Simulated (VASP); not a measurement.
## AlO2: relaxation of cell and atoms with PBE

Crystal: AlO2.

```
Al O
1.0
     1.82823   -2.45098    0.00000
     1.82823    2.45098    0.00000
     0.00000    0.00000    4.47014
Al O
1 2
Cartesian
  1.8282 0.0000 2.2351
  1.8282 0.0000 3.6416
  1.8282 0.0000 0.8285
```

The cell was built from a structure type or drawn by symmetry, and may not be a known phase.

- Program: VASP 6.6.1
- Task: relaxation of cell and atoms
- Functional: PBE
- Potentials or basis: VASP PAW PBE potentials, release 64 (Al, O)
- Cutoff: 600 eV
- k mesh: 6 × 6 × 4
- Occupations: gaussian, width 0.1 eV
- Spin: no spin polarisation
- Dipole correction: no
- Further INCAR settings: ALGO = Normal; EDIFF = 1e-06; IBRION = 2; EDIFFG = -0.04; NSW = 90; ISIF = 3

| Item | Value |
| --- | --- |
| Relaxed volume | 14.29 Å³/atom |
| Relaxed cell | a = 3.205 Å, b = 3.205 Å, c = 4.744 Å, α = 90.00°, β = 90.00°, γ = 118.35° |
| Space group after relaxing (to 0.1 Å) | Cmmm (No. 65) |
| Pressure after relaxing | -0.1 GPa |
| Largest force after relaxing | 0.020 eV/Å |
| Band gap on the k mesh | zero (an odd number of electrons rules out a gap without spin polarisation) |

Forces on the atoms (eV/Å):
```
Al   0.000  0.000  0.000
O    0.000  0.000 -0.020
O    0.000  0.000  0.020
```

Stress tensor (GPa, compression positive):
```
-0.35  0.00  0.00
 0.00 -0.05  0.00
 0.00  0.00  0.05
```

Final structure:
```cif
data_structure
_symmetry_space_group_name_H-M 'P 1'
_symmetry_Int_Tables_number 1
_cell_length_a 3.2047
_cell_length_b 3.2047
_cell_length_c 4.7436
_cell_angle_alpha 90.000
_cell_angle_beta 90.000
_cell_angle_gamma 118.351
_cell_volume 42.87
loop_
_atom_site_label
_atom_site_type_symbol
_atom_site_fract_x
_atom_site_fract_y
_atom_site_fract_z
_atom_site_occupancy
Al1 Al 0.50000 0.50000 0.50000 1
O1 O 0.50000 0.50000 0.85602 1
O2 O 0.50000 0.50000 0.14398 1
```

Levels at points of the mesh, in eV from the Fermi level:
```tsv
k point	band 4	band 5	band 6	band 7	band 8	band 9	band 10	band 11
(0.00, 0.00, 0.00)	-4.47	-4.41	-1.91	-0.31	-0.26	4.12	8.16	8.99
(0.50, 0.00, 0.00)	-6.25	-4.73	-1.62	-0.51	0.65	2.15	4.63	7.87
(0.50, 0.50, 0.00)	-6.25	-4.85	-1.63	-0.60	0.73	2.40	4.66	7.26
(0.00, 0.00, 0.50)	-4.43	-4.38	-3.62	-0.45	-0.39	5.54	6.15	11.48
(0.50, 0.00, 0.50)	-5.87	-4.66	-3.21	-0.76	0.26	2.62	5.94	8.67
(0.50, 0.50, 0.50)	-5.88	-4.77	-3.18	-0.90	0.53	2.68	5.84	8.09
```

It took 2.9 min on 1 thread of Intel(R) Xeon(R) 6975P-C (Granite Rapids) (shared host), peak memory 0.17 GiB.

Caveat: an odd number of electrons without spin polarisation forces a metal; a magnetic or distorted state may lie lower.
